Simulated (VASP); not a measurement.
# LiMgBN2 (I-4m2) in VASP: further runs, part 2 of 2

VASP 6.6.1.

## 3. Single point, PBEsol (atoms shifted along a free coordinate)

Input file INCAR:

```
SYSTEM = LiMgBN2
PREC = Accurate
ENCUT = 520
EDIFF = 1E-6
ISMEAR = 0
SIGMA = 0.05
LREAL = .FALSE.
LASPH = .TRUE.
NELM = 60
ALGO = Normal
ISIF = 2
LWAVE = .FALSE.
LCHARG = .FALSE.
GGA = PS
NBANDS = 17
```

Input file KPOINTS:

```
Automatic mesh
0
G
  8 8 8
  0 0 0
```

Input file POSCAR:

```
LiMgBN2
1.0
   -1.7966643998      1.7966643998      4.2069354163
    1.7966643998     -1.7966643998      4.2069354163
    1.7966643998      1.7966643998     -4.2069354163
Li Mg B N
1 1 1 2
Direct
    0.2500000000      0.7500000000      0.5000000000
    0.7500000000      0.2500000000      0.5000000000
    0.5000000000      0.5000000000      0.0000000000
    0.6608378126      0.6608378126      0.0000000000
    0.3391621874      0.3391621874      0.0000000000
```

Potentials or basis: VASP PAW PBE potentials, release 64 (Li_sv, Mg, B, N).

Command:

```sh
$ cat potpaw_PBE.64/Li_sv/POTCAR potpaw_PBE.64/Mg/POTCAR potpaw_PBE.64/B/POTCAR potpaw_PBE.64/N/POTCAR > POTCAR
$ mpirun -np 1 vasp_std > vasp.out
```

Run time: 2.3 min. Hardware: 1 thread of Intel Xeon 8259CL, shared host; peak memory 0.27 GiB.

It converged, with:

```
Free energy            : -32.1590 eV
Largest force          : 2.351 eV/Å
Band gap on the k mesh : 2.70 eV (least direct gap 3.88 eV)
```

Forces in eV/Å, atoms in the order of the input:
```
Li   0.000  0.000  0.000
Mg   0.000  0.000  0.000
B    0.000  0.000  0.000
N    0.000  0.000 -2.351
N    0.000  0.000  2.351
```

Levels at points of the mesh, in eV from the valence-band top:
```tsv
k point	band 7	band 8	band 9	band 10	band 11	band 12
(0.00, 0.00, 0.00)	-2.14	-1.80	-1.80	2.70	6.65	7.80
(0.50, 0.00, 0.00)	-2.51	-1.20	-0.90	5.02	6.09	7.11
(0.50, 0.50, 0.00)	-3.19	-2.34	-0.50	5.20	5.33	6.44
(0.50, 0.50, 0.50)	-3.26	0.00	0.00	3.88	6.61	6.61
```

Caveat: the cell differs from its parent crystal (atoms shifted along a free coordinate); the cutoff is under 1.25 times the usual one of these potentials, so pressure, stress and relaxed cells hold a basis-set (Pulay) error; the PAW data sets were made with another functional, which shifts forces and pressure a little. A k mesh can miss the band edges.

## 4. Single point, PBEsol (atoms shifted along a free coordinate)

Input file INCAR:

```
ALGO = Normal ; EDIFF = 1E-7
ENCUT = 520 ; GGA = PS
ISIF = 2 ; ISMEAR = 0
LASPH = T ; LCHARG = T
LELF = T ; LREAL = F
LVHAR = T ; LWAVE = F
NBANDS = 17 ; NELM = 100
PREC = Accurate ; SIGMA = 0.05
```

Input file KPOINTS:

```
k-points
0
Gamma
  8 8 8
```

Changes to POSCAR since step 3:

```diff
@@ -11,3 +11,3 @@
     0.5000000000      0.5000000000      0.0000000000
-    0.6608378126      0.6608378126      0.0000000000
-    0.3391621874      0.3391621874      0.0000000000
+    0.6426409604      0.6426409604      0.0000000000
+    0.3573590396      0.3573590396      0.0000000000
```

Command:

```sh
$ cat potpaw_PBE.64/Li_sv/POTCAR potpaw_PBE.64/Mg/POTCAR potpaw_PBE.64/B/POTCAR potpaw_PBE.64/N/POTCAR > POTCAR
$ mpirun -np 1 vasp_std > vasp.out
```

It took 3.1 min on 1 thread of Intel Xeon 8259CL, shared host; peak memory 0.27 GiB.

It converged, with:

- Free energy: -31.1262 eV
- Largest force: 10.777 eV/Å
- Band gap on the k mesh: 3.06 eV (least direct gap 3.41 eV)

Forces in eV/Å, atoms in the order of the input:
```
Li    0.000   0.000   0.000
Mg    0.000   0.000   0.000
B     0.000   0.000   0.000
N     0.000   0.000  10.777
N     0.000   0.000 -10.777
```

Levels at points of the mesh, in eV from the valence-band top:
```
           k point  band 6  band 7  band 8  band 9  band 10  band 11  band 12  band 13
(0.00, 0.00, 0.00)   -2.79   -2.60   -1.42   -1.42     3.06     6.10     8.79     9.84
(0.50, 0.00, 0.00)   -3.05   -3.00   -1.17   -0.62     6.25     6.50     8.38     8.45
(0.50, 0.50, 0.00)   -3.85   -3.63   -2.05   -0.61     5.02     6.90     7.93     8.32
(0.50, 0.50, 0.50)   -3.54   -3.33    0.00    0.00     3.41     7.39     7.75     7.75
```

Caveat: the cell differs from its parent crystal (atoms shifted along a free coordinate); the cutoff is under 1.25 times the usual one of these potentials, so pressure, stress and relaxed cells hold a basis-set (Pulay) error; the PAW data sets were made with another functional, which shifts forces and pressure a little. A k mesh can miss the band edges.

## 5. Single point, PBEsol (atoms shifted along a free coordinate)

Input file INCAR:

```
SYSTEM = LiMgBN2
  PREC = Accurate
  ENCUT = 520
  EDIFF = 1E-7
  ISMEAR = 0
  SIGMA = 0.05
  LREAL = .False.
  LASPH = .True.
  NELM = 80
  ALGO = Normal
  ISIF = 2
  LWAVE = .False.
  LCHARG = .False.
  GGA = PS
  NBANDS = 17
```

Input file KPOINTS:

```
regular mesh
0
Gamma
  8 8 8
  0 0 0
```

Input file POSCAR:

```
LiMgBN2
1.0
   -1.8441306648      1.8441306648      4.3180788837
    1.8441306648     -1.8441306648      4.3180788837
    1.8441306648      1.8441306648     -4.3180788837
Li Mg B N
1 1 1 2
Direct
    0.2500000000      0.7500000000      0.5000000000
    0.7500000000      0.2500000000      0.5000000000
    0.5000000000      0.5000000000      0.0000000000
    0.6335425343      0.6335425343      0.0000000000
    0.3664574657      0.3664574657      0.0000000000
```

Command:

```sh
$ cat potpaw_PBE.64/Li_sv/POTCAR potpaw_PBE.64/Mg/POTCAR potpaw_PBE.64/B/POTCAR potpaw_PBE.64/N/POTCAR > POTCAR
$ mpirun -np 1 vasp_std > vasp.out
```

Run time: 2.8 min. Hardware: 1 thread of Intel Xeon 8259CL, shared host; peak memory 0.28 GiB.

The run converged. Its results:

```
Free energy            : -29.8529 eV
Largest force          : 18.100 eV/Å
Band gap on the k mesh : 2.95 eV (least direct gap 3.11 eV)
```

Forces on the atoms (eV/Å):
```
Li    0.000   0.000   0.000
Mg    0.000   0.000   0.000
B     0.000   0.000   0.000
N     0.000   0.000  18.100
N     0.000   0.000 -18.100
```

Levels at points of the mesh, in eV from the valence-band top:
```tsv
k point	band 7	band 8	band 9	band 10	band 11	band 12
(0.00, 0.00, 0.00)	-2.67	-1.17	-1.17	2.95	5.72	8.52
(0.50, 0.00, 0.00)	-3.19	-1.14	-0.48	6.01	6.48	7.74
(0.50, 0.50, 0.00)	-3.61	-1.85	-0.60	4.76	7.09	7.13
(0.50, 0.50, 0.50)	-3.12	0.00	0.00	3.11	6.62	7.67
```

Caveat: the cell differs from its parent crystal (atoms shifted along a free coordinate); the cutoff is under 1.25 times the usual one of these potentials, so pressure, stress and relaxed cells hold a basis-set (Pulay) error; the PAW data sets were made with another functional, which shifts forces and pressure a little.

## 6. Single point, PBEsol (atoms shifted along a free coordinate)

Input file INCAR:

```
ALGO = Normal
EDIFF = 1E-6
ENCUT = 520
GGA = PS
ISIF = 2
ISMEAR = 0
LASPH = T
LCHARG = T
LELF = T
LREAL = F
LVHAR = T
LWAVE = F
NBANDS = 17
NELM = 60
PREC = Accurate
SIGMA = 0.05
```

Input file KPOINTS:

```
k-points
0
Gamma
  8 8 8
```

Changes to POSCAR since step 5:

```diff
@@ -11,3 +11,3 @@
     0.5000000000      0.5000000000      0.0000000000
-    0.6335425343      0.6335425343      0.0000000000
-    0.3664574657      0.3664574657      0.0000000000
+    0.6699362387      0.6699362387      0.0000000000
+    0.3300637613      0.3300637613      0.0000000000
```

Potentials or basis: VASP PAW PBE potentials, release 64 (Li_sv, Mg, B, N).

Command:

```sh
$ cat potpaw_PBE.64/Li_sv/POTCAR potpaw_PBE.64/Mg/POTCAR potpaw_PBE.64/B/POTCAR potpaw_PBE.64/N/POTCAR > POTCAR
$ mpirun -np 1 vasp_std > vasp.out
```

OUTCAR:

```text
EDIFF = 1E-6
   ENCUT = 520
   GGA = PS
   ISIF = 2
   ISMEAR = 0
   LASPH = T
   LREAL = F
   NELM = 60
   PREC = Accurate

 ion  position               nearest neighbor table
   1  0.250  0.750  0.500-   5 1.97   4 1.97   5 1.97   4 1.97   2 2.61   2 2.61   2 2.61   2 2.61

   2  0.750  0.250  0.500-   5 1.97   4 1.97   5 1.97   4 1.97   1 2.61   1 2.61   1 2.61   1 2.61
                             3 2.84   3 2.84   3 2.84   3 2.84
   3  0.500  0.500  0.000-   4 1.47   5 1.47   2 2.84   2 2.84   2 2.84   2 2.84
[... 687 lines left out ...]
  --------------------------------------------------------------------------------------
  -------------------------------------------------------------------------------------
  Total        5.4177837      5.4177837    -11.2741026      0.0000000      0.0000000      0.0000000
  in kB      147.7740926    147.7740926   -307.5095620      0.0000000      0.0000000      0.0000000
  external PRESSURE =      -3.9871256 kB  Pullay stress =       0.0000000 kB

 VOLUME and BASIS-vectors are now :
 -----------------------------------------------------------------------------
  energy-cutoff  :      520.00
  volume of cell :       58.74
      direct lattice vectors                 reciprocal lattice vectors
    -1.844130665  1.844130665  4.318078884     0.000000000  0.271130462  0.115792234
     1.844130665 -1.844130665  4.318078884     0.271130462  0.000000000  0.115792234
     1.844130665  1.844130665 -4.318078884     0.271130462  0.271130462  0.000000000

 POSITION                                       TOTAL-FORCE (eV/Angst)
 -----------------------------------------------------------------------------------
      1.84413     -0.00000      2.15904        -0.000000     -0.000000     -0.000000
     -0.00000      1.84413      2.15904        -0.000000     -0.000000     -0.000000
      0.00000      0.00000      4.31808        -0.000000     -0.000000     -0.000000
      0.00000      0.00000      5.78568         0.000000      0.000000     -6.127020
      0.00000      0.00000      2.85048         0.000000      0.000000      6.127020
 -----------------------------------------------------------------------------------
    total drift:                               -0.000000      0.000000     -0.000000

  FREE ENERGIE OF THE ION-ELECTRON SYSTEM (eV)
  ---------------------------------------------------
  free  energy   TOTEN  =       -31.6422816587 eV

  energy  without entropy=      -31.6422816587  energy(sigma->0) =      -31.64228166
```

OSZICAR:

```text
N       E                     dE             d eps       ncg     rms          rms(c)
DAV:   1     0.801079176896E+02    0.80108E+02   -0.82495E+03  2006   0.100E+03
DAV:   2    -0.283092345370E+02   -0.10842E+03   -0.10126E+03  2629   0.227E+02
DAV:   3    -0.375377718002E+02   -0.92285E+01   -0.91890E+01  3422   0.608E+01
DAV:   4    -0.376679190776E+02   -0.13015E+00   -0.12988E+00  2685   0.708E+00
DAV:   5    -0.376718693648E+02   -0.39503E-02   -0.39496E-02  3003   0.102E+00    0.126E+01
DAV:   6    -0.319744463449E+02    0.56974E+01   -0.17119E+01  2522   0.246E+01    0.478E+00
DAV:   7    -0.317703121950E+02    0.20413E+00   -0.87193E-01  2553   0.648E+00    0.308E+00
DAV:   8    -0.316412246933E+02    0.12909E+00   -0.26577E-01  2296   0.330E+00    0.462E-01
DAV:   9    -0.316391951904E+02    0.20295E-02   -0.15156E-02  3039   0.850E-01    0.263E-01
DAV:  10    -0.316417454026E+02   -0.25502E-02   -0.28883E-03  2132   0.407E-01    0.120E-01
DAV:  11    -0.316422017485E+02   -0.45635E-03   -0.50638E-04  2380   0.137E-01    0.427E-02
DAV:  12    -0.316422706572E+02   -0.68909E-04   -0.14823E-04  2292   0.743E-02    0.178E-02
DAV:  13    -0.316422814037E+02   -0.10746E-04   -0.32013E-05  2333   0.352E-02    0.561E-03
DAV:  14    -0.316422816587E+02   -0.25503E-06   -0.52368E-06  2609   0.145E-02
   1 F= -.31642282E+02 E0= -.31642282E+02  d E =-.220424E-13
```

Wall time 2.8 min (1 thread of Intel Xeon 8259CL, shared host); peak memory 0.28 GiB.

What came out:

```yaml
Free_energy: -31.6423 eV
Largest_force: 6.127 eV/Å
Band_gap_on_the_k_mesh: 2.27 eV (least direct gap 3.75 eV)
```

Forces on the atoms (eV/Å):
```
Li   0.000  0.000  0.000
Mg   0.000  0.000  0.000
B    0.000  0.000  0.000
N    0.000  0.000 -6.127
N    0.000  0.000  6.127
```

Caveat: the cell differs from its parent crystal (atoms shifted along a free coordinate); the cutoff is under 1.25 times the usual one of these potentials, so pressure, stress and relaxed cells hold a basis-set (Pulay) error; the PAW data sets were made with another functional, which shifts forces and pressure a little.

## 7. The runs side by side

```csv
cell,gap on the mesh (eV),largest force (eV/Å)
"a = 4.915 Å, angles 137.1, 137.1, 62.3°, 5 atoms, atomic positions A",2.43,5.88
"a = 4.915 Å, angles 137.1, 137.1, 62.3°, 5 atoms, atomic positions B",2.70,2.35
"a = 4.915 Å, angles 137.1, 137.1, 62.3°, 5 atoms, atomic positions C",3.06,10.78
"a = 5.045 Å, angles 137.1, 137.1, 62.3°, 5 atoms, atomic positions D",2.95,18.10
"a = 5.045 Å, angles 137.1, 137.1, 62.3°, 5 atoms, atomic positions A",2.27,6.13
```

Alike in all rows: task single point; level PBEsol; potentials or basis VASP PAW PBE potentials, release 64 (Li_sv, Mg, B, N); no spin polarisation; k mesh 8 × 8 × 8; cutoff (eV) 520; smearing gaussian 0.05 eV.

Caveats: the cutoff is under 1.25 times the usual one of these potentials, so pressure, stress and relaxed cells hold a basis-set (Pulay) error; the PAW data sets were made with another functional, which shifts forces and pressure a little.

Absolute energies hang on the potentials; compare differences alone.
